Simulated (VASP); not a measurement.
# BeCdS3 (R-3c) in VASP: a series of runs

The runs below take BeCdS3 through relaxation of cell and atoms, with PBE.

Program: VASP 6.6.1. These are calculated values, not measurements. Logs are shortened: lines on timing, memory, paths and dates and some standing lists are left out, and cuts for length are marked.

## 1. The cell of the first run

It takes space group R-3c (No. 167, trigonal). The conventional cell has a = 6.184 Å, b = 6.184 Å, c = 15.147 Å, α = 90.00°, β = 90.00°, γ = 120.00°. Be (site symmetry -3) has 6 S at 2.21 Å within 2.9 Å. Cd (site symmetry 32) has 12 S at 2.78 to 3.41 Å and 8 Be at 3.79 Å within 3.8 Å. Within 2.9 Å of S (site symmetry 2) lie 2 Be at 2.21 Å and 1 Cd at 2.78 Å.

## 2. Relaxation of cell and atoms, PBE

INCAR

```
SYSTEM = BeCdS3
ALGO = Normal ; EDIFF = 1E-7
EDIFFG = -0.04 ; ENCUT = 600
GGA = PE ; IBRION = 2
ISIF = 3 ; ISMEAR = 0
LASPH = .True. ; LCHARG = .False.
LREAL = .False. ; LWAVE = .False.
NELM = 80 ; NSW = 90
PREC = Accurate ; SIGMA = 0.1
```

KPOINTS

```
k-points
0
Gamma
  4 4 4
  0 0 0
```

POSCAR

```
BeCdS3
1.0
    3.0918498200      1.7850803300      5.0489696200
   -3.0918498200      1.7850803300      5.0489696200
    0.0000000000     -3.5701606600      5.0489696200
Be Cd S
2 2 6
Direct
    0.5000000000      0.5000000000      0.5000000000
    0.0000000000      0.0000000000      0.0000000000
    0.7500000000      0.7500000000      0.7500000000
    0.2500000000      0.2500000000      0.2500000000
    0.8011756800      0.2500000000      0.6988243200
    0.6988243200      0.8011756800      0.2500000000
    0.2500000000      0.6988243200      0.8011756800
    0.1988243200      0.7500000000      0.3011756800
    0.3011756800      0.1988243200      0.7500000000
    0.7500000000      0.3011756800      0.1988243200
```

Potentials or basis: VASP PAW PBE potentials, release 64 (Be, Cd, S).

Started as:

```bash
$ cat potpaw_PBE.64/Be/POTCAR potpaw_PBE.64/Cd/POTCAR potpaw_PBE.64/S/POTCAR > POTCAR
$ mpirun -np 1 vasp_std > vasp.out
```

OUTCAR:

```text
SYSTEM = BeCdS3
   EDIFF = 1E-7
   EDIFFG = -0.04
   ENCUT = 600
   GGA = PE
   IBRION = 2
   ISIF = 3
   ISMEAR = 0
   LASPH = .True.
   LREAL = .False.
   NELM = 80
   NSW = 90
   PREC = Accurate

 ion  position               nearest neighbor table
   1  0.500  0.500  0.500-   5 2.21   8 2.21   7 2.21  10 2.21   9 2.21   6 2.21
   2  0.000  0.000  0.000-   7 2.21  10 2.21   8 2.21   5 2.21   9 2.21   6 2.21
   3  0.750  0.750  0.750-   9 2.78   8 2.78  10 2.78   7 3.11   5 3.11   5 3.11   7 3.11   6 3.11
                             6 3.11
   4  0.250  0.250  0.250-   6 2.78   5 2.78   7 2.78   8 3.11  10 3.11   8 3.11  10 3.11   9 3.11
                             9 3.11
   5  0.801  0.250  0.699-   1 2.21   2 2.21   4 2.78   3 3.11   3 3.11
   6  0.699  0.801  0.250-   1 2.21   2 2.21   4 2.78   3 3.11   3 3.11
   7  0.250  0.699  0.801-   2 2.21   1 2.21   4 2.78   3 3.11   3 3.11
   8  0.199  0.750  0.301-   1 2.21   2 2.21   3 2.78   4 3.11   4 3.11
   9  0.301  0.199  0.750-   1 2.21   2 2.21   3 2.78   4 3.11   4 3.11
  10  0.750  0.301  0.199-   2 2.21   1 2.21   3 2.78   4 3.11   4 3.11

  LATTYP: Found a face centered cubic cell.
 ALAT       =     8.7450719057

  Lattice vectors:

 A1 = (   3.0918498200,   1.7850803300,   5.0489696200)
 A2 = (  -3.0918498200,   1.7850803300,   5.0489696200)
 A3 = (   0.0000000000,  -3.5701606600,   5.0489696200)

Analysis of symmetry for initial positions (statically):
=====================================================================
 Subroutine PRICEL returns:
 Original cell was already a primitive cell.

 Routine SETGRP: Setting up the symmetry group for a
 face centered cubic supercell.

 Subroutine GETGRP returns: Found 12 space group operations
 (whereof  6 operations were pure point group operations)
 out of a pool of 48 trial point group operations.

The static configuration has the point symmetry S_6 .
 The point group associated with its full space group is D_3d.

Analysis of symmetry for dynamics (positions and initial velocities):
=====================================================================
 Subroutine PRICEL returns:
 Original cell was already a primitive cell.

 Routine SETGRP: Setting up the symmetry group for a
 face centered cubic supercell.

 Subroutine GETGRP returns: Found 12 space group operations
 (whereof  6 operations were pure point group operations)
 out of a pool of 48 trial point group operations.

The dynamic configuration has the point symmetry S_6 .
 The point group associated with its full space group is D_3d.

 Subroutine INISYM returns: Found 12 space group operations
 (whereof  6 operations are pure point group operations),
 and found     1 'primitive' translations

----------------------------------------------------------------------------------------

                                     Primitive cell

  volume of cell :     167.1976

  direct lattice vectors                    reciprocal lattice vectors
     3.091849820  1.785080330  5.048969620     0.161715487  0.093366480  0.066020071
    -3.091849820  1.785080330  5.048969620    -0.161715487  0.093366480  0.066020071
     0.000000000 -3.570160660  5.048969620     0.000000000 -0.186732960  0.066020071

  length of vectors
     6.183699646  6.183699646  6.183699650     0.198060213  0.198060213  0.198060213

  position of ions in fractional coordinates (direct lattice)
     0.500000000  0.500000000  0.500000000
     0.000000000  0.000000000  0.000000000
     0.750000000  0.750000000  0.750000000
     0.250000000  0.250000000  0.250000000
     0.801175680  0.250000000  0.698824320
     0.698824320  0.801175680  0.250000000
     0.250000000  0.698824320  0.801175680
     0.198824320  0.750000000  0.301175680
     0.301175680  0.198824320  0.750000000
     0.750000000  0.301175680  0.198824320

  ion indices of the primitive-cell ions
   primitive index   ion index
                 1           1
                 2           2
                 3           3
                 4           4
                 5           5
                 6           6
                 7           7
                 8           8
                 9           9
                10          10

----------------------------------------------------------------------------------------

 KPOINTS: k-points

Automatic generation of k-mesh.
 Grid dimensions read from file:
 generate k-points for:    4    4    4

 Generating k-lattice:

  Cartesian coordinates                     Fractional coordinates (reciprocal lattice)
     0.040428872  0.023341620  0.016505018     0.250000000  0.000000000  0.000000000
    -0.040428872  0.023341620  0.016505018     0.000000000  0.250000000  0.000000000
     0.000000000 -0.046683240  0.016505018     0.000000000  0.000000000  0.250000000

  Length of vectors
     0.049515053  0.049515053  0.049515053

  Shift w.r.t. Gamma in fractional coordinates (k-lattice)
     0.000000000  0.000000000  0.000000000

 Subroutine IBZKPT returns following result:
 ===========================================

 Found     13 irreducible k-points:

 Following reciprocal coordinates:
            Coordinates               Weight
  0.000000  0.000000  0.000000      1.000000
  0.250000  0.000000  0.000000      6.000000
  0.250000  0.250000  0.250000      2.000000
  0.500000  0.000000  0.000000      3.000000
  0.500000  0.500000  0.500000      1.000000
  0.250000  0.250000  0.000000      6.000000
  0.500000  0.250000 -0.000000     12.000000
  0.250000  0.250000 -0.250000      6.000000
  0.500000  0.250000  0.500000      6.000000
 -0.250000  0.250000  0.000000      6.000000
  0.250000  0.250000  0.500000      6.000000
  0.500000  0.500000  0.000000      3.000000
 -0.250000  0.500000  0.250000      6.000000
   k-points           NKPTS =     13   k-points in BZ     NKDIM =     13   number of bands    NBANDS=     38
   number of dos      NEDOS =    301   number of ions     NIONS =     10
   total plane-waves  NPLWV = 125000
   dimension x,y,z NGX =    50 NGY =   50 NGZ =   50
   dimension x,y,z NGXF=   100 NGYF=  100 NGZF=  100
   ions per type =               2   2   6
   NGX,Y,Z   is equivalent  to a cutoff of  13.44, 13.44, 13.44 a.u.
   NGXF,Y,Z  is equivalent  to a cutoff of  26.88, 26.88, 26.88 a.u.
 SYSTEM =  BeCdS3
   PREC   = accura    normal or accurate (medium, high low for compatibility)
   ISTART =      0    job   : 0-new  1-cont  2-samecut
   ICHARG =      2    charge: 1-file 2-atom 10-const
   ISPIN  =      1    spin polarized calculation?
   LNONCOLLINEAR =      F non collinear calculations
   LSORBIT =      F    spin-orbit coupling
   LASPH  =      T    aspherical Exc in radial PAW
   ENCUT  =  600.0 eV  44.10 Ry    6.64 a.u.  12.35 12.35 12.35*2*pi/ulx,y,z
   NELM   =     80;   NELMIN=  2; NELMDL= -5     # of ELM steps
   EDIFF  = 0.1E-06   stopping-criterion for ELM
   LREAL  =      F    real-space projection
   EDIFFG = -.4E-01   stopping-criterion for IOM
   NSW    =     90    number of steps for IOM
   IBRION =      2    ionic relax: 0-MD 1-quasi-New 2-CG
   NFREE  =      1    steps in history (QN), initial steepest desc. (CG)
   ISIF   =      3    stress and relaxation
   ISYM   =      2    0-nonsym 1-usesym 2-fastsym
   POTIM  = 0.5000    time-step for ionic-motion
   TEBEG  =    0.0;   TEEND  =   0.0 temperature during run
   PSTRESS=    0.0 pullay stress
   NELECT =      64.0000    total number of electrons
   NUPDOWN=      -1.0000    fix difference up-down
   EMIN   =  10.00;   EMAX   =-10.00  energy-range for DOS
   EFERMI =   0.00;   METHOD = LEGACY
   ISMEAR =     0;   SIGMA  =   0.10  broadening in eV -4-tet -1-fermi 0-gaus
   EFERMI_NEDOS =   21; number of points for ismear=-14 and -15
   IALGO  =     38    algorithm
   IMIX   =      4    mixing-type and parameters
     AMIX     =   0.40;   BMIX     =  1.00
     AMIX_MAG =   1.60;   BMIX_MAG =  1.00
  volume/ion in A,a.u.               =      16.72       112.83
  Fermi-wavevector in a.u.,A,eV,Ry     =   1.188661  2.246244 19.223883  1.412916
  Thomas-Fermi vector in A             =   2.324786
   LORBIT       =      0    0 simple, 1 ext, 2 COOP (PROOUT), +10 PAW based schemes
   GGA     = PE    functional components
   LHFCALC =     F    Hartree Fock is set to
   AEXX    =    0.0000 exact exchange contribution
   IVDW    =     0    specifies the selected vdW correction
   LEPSILON=     F    determine dielectric tensor
   LRPA    =     F    only Hartree local field effects (RPA)
 conjugate gradient relaxation of ions
 non-spin polarized calculation
 Gauss-broadening in eV      SIGMA  =   0.10
  energy-cutoff  :      600.00
  volume of cell :      167.20
 maximum number of plane-waves:      5601
 NGX is ok and might be reduce to    50
   NGX = 25   NGY = 25   NGZ = 25

--------------------------------------- Ionic step        1  -------------------------------------------

 number of electron      64.0000001 magnetization

 Free energy of the ion-electron system (eV)
  ---------------------------------------------------
  ext. energy  EPLUGINS =         0.00000000
  ---------------------------------------------------
  free energy    TOTEN  =       -32.88258478 eV

  energy without entropy =      -32.83316629  energy(sigma->0) =      -32.85787554

------------------------ aborting loop because EDIFF is reached ----------------------------------------

  FORCE on cell =-STRESS in cart. coord.  units (eV):
  Direction    XX          YY          ZZ          XY          YZ          ZX
  --------------------------------------------------------------------------------------
  -------------------------------------------------------------------------------------
  Total        1.7766262      1.7766262      3.0222017      0.0000000      0.0000000      0.0000000
  in kB       17.0245831     17.0245831     28.9603537      0.0000000      0.0000000      0.0000000
  external PRESSURE =      21.0031733 kB  Pullay stress =       0.0000000 kB
[... 249 lines left out ...]
  energy  without entropy=      -33.8028616915  energy(sigma->0) =      -33.83118910

--------------------------------------- Ionic step        7  -------------------------------------------

 number of electron      63.9999999 magnetization

 E-fermi :   3.6680     XC(G=0): -10.1956

 val. band max:        3.6428683366   @ k =   0.2500   0.2500  -0.2500
 cond. band min:       3.6760357737   @ k =   0.2500   0.2500  -0.2500
 fundamental gap:      0.0331674371
 Fermi energy:         3.6680179966

 k-point     1 :       0.0000    0.0000    0.0000
  band No.  band energies     occupation
      1      -9.9532      2.00000
      2      -8.1871      2.00000
      3      -8.1689      2.00000
      4      -8.1689      2.00000
      5      -7.5459      2.00000
      6      -7.5459      2.00000
[... 607 lines left out ...]
  energy  without entropy=      -33.8065260641  energy(sigma->0) =      -33.83469763

--------------------------------------- Ionic step        9  -------------------------------------------

 number of electron      64.0000005 magnetization

 Free energy of the ion-electron system (eV)
  ---------------------------------------------------
  ext. energy  EPLUGINS =         0.00000000
  ---------------------------------------------------
  free energy    TOTEN  =       -33.86419551 eV

  energy without entropy =      -33.80790198  energy(sigma->0) =      -33.83604875

 E-fermi :   3.7734     XC(G=0): -10.2421

 val. band max:        3.7550303822   @ k =   0.2500   0.2500  -0.2500
 cond. band min:       3.7787132995   @ k =   0.2500   0.2500  -0.2500
 fundamental gap:      0.0236829173
 Fermi energy:         3.7733907263

 k-point     1 :       0.0000    0.0000    0.0000
  band No.  band energies     occupation
      1      -9.9211      2.00000
      2      -8.1171      2.00000
      3      -8.1009      2.00000
      4      -8.1009      2.00000
      5      -7.4504      2.00000
      6      -7.4504      2.00000
[... 559 lines left out ...]
  FREE ENERGIE OF THE ION-ELECTRON SYSTEM (eV)
  ---------------------------------------------------
  free  energy   TOTEN  =       -33.8641955091 eV

  energy  without entropy=      -33.8079019834  energy(sigma->0) =      -33.83604875

 reached required accuracy - stopping structural energy minimisation
```

Wall time 8.8 min (1 thread of AMD EPYC 9R45 (Zen 5), shared host); peak memory 0.39 GiB.

What came out:

```yaml
Free_energy: -33.8642 eV
Relaxed_volume: 17.64 Å³/atom
Relaxed_cell: a = 6.398 Å, b = 6.398 Å, c = 6.398 Å, α = 57.93°, β = 57.93°, γ = 57.93°
Space_group_after_relaxing_to_0.1_Å: R-3c (No. 167)
Energy_gained_by_relaxing: 98.2 meV/atom
Ionic_steps: 9
Pressure_after_relaxing: -0.1 GPa
Largest_force_after_relaxing: 0.008 eV/Å
Band_gap_on_the_k_mesh: zero (bands 32 and 33 overlap by 0.49 eV)
```

Forces on the atoms (eV/Å):
```
Be   0.000  0.000  0.000
Be   0.000  0.000  0.000
Cd   0.000  0.000  0.000
Cd   0.000  0.000  0.000
S    0.004  0.007  0.000
S   -0.008  0.000  0.000
S    0.004 -0.007  0.000
S   -0.004 -0.007  0.000
S    0.008  0.000  0.000
S   -0.004  0.007  0.000
```

Stress tensor (GPa, compression positive):
```
-0.14  0.00  0.00
 0.00 -0.14  0.00
 0.00  0.00 -0.02
```

Step by step:
```csv
step,energy change (eV),largest force (eV/Å),pressure (GPa),volume (Å³)
1,0.0000,0.9287,2.10,167.20
2,-0.2746,0.8476,-0.30,172.56
3,-0.5458,0.6157,-4.36,184.93
4,-0.7235,0.4991,-3.60,183.13
5,-0.9761,0.0769,-0.39,177.79
6,-0.9769,0.0138,-0.70,178.20
7,-0.9771,0.0338,-0.60,178.06
8,-0.9803,0.0137,-0.36,177.25
9,-0.9816,0.0081,-0.10,176.37
```

Final structure:
```yaml
crystal:
  lattice:
    - [3.09814, 1.78871, 5.30421]
    - [-3.09814, 1.78871, 5.30421]
    - [0.00000, -3.57743, 5.30421]
  atoms:
    - { symbol: Be, position: [0.50000, 0.50000, 0.50000] }
    - { symbol: Be, position: [0.00000, 0.00000, 0.00000] }
    - { symbol: Cd, position: [0.75000, 0.75000, 0.75000] }
    - { symbol: Cd, position: [0.25000, 0.25000, 0.25000] }
    - { symbol: S, position: [0.84460, 0.25000, 0.65540] }
    - { symbol: S, position: [0.65540, 0.84460, 0.25000] }
    - { symbol: S, position: [0.25000, 0.65540, 0.84460] }
    - { symbol: S, position: [0.15540, 0.75000, 0.34460] }
    - { symbol: S, position: [0.34460, 0.15540, 0.75000] }
    - { symbol: S, position: [0.75000, 0.34460, 0.15540] }
```

Caveat: semilocal functionals underestimate gaps, and a narrow one can read as zero.

[end of part 1 of 2]

The gap in the log of VASP goes by the Fermi energy; the results here count the filled bands.